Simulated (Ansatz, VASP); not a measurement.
# One calculation of Te, two programs

```
CELL_PARAMETERS angstrom
3.89125 0.00000 0.00000
-1.94563 3.36992 0.00000
0.00000 0.00000 4.20453
ATOMIC_POSITIONS crystal
Te 0.33333 0.66667 0.25000
Te 0.66667 0.33333 0.75000
```

Alike in both runs: task single point; functional r2SCAN; k mesh 10 × 10 × 8; occupations fermi-dirac, width 0.1 eV; no spin polarisation.

|  | VASP | Ansatz |
| --- | --- | --- |
| version | VASP 6.6.1 | Ansatz 0.2.0 |
| potentials or method | VASP PAW PBE potentials, release 64 (Te), cutoff 520 eV | plane waves (500 eV) with PAW, scalar-relativistic |
| valence electrons in the cell | 12 | 32 |

```csv
,VASP,Ansatz,Ansatz less VASP
pressure (GPa),8.9,8.9,+0.01
"traceless stress, the component that is largest in VASP (GPa)",2.98,2.97,-0.014
```

VASP's potentials were made for PBE, not for r2SCAN. The functional is the same, so the differences come from potentials, cutoffs and numerics. VASP's potentials hold 12 valence electrons a cell and Ansatz's 32, so a difference there can come from the potentials and not from the codes.

Spin-orbit coupling is off throughout.
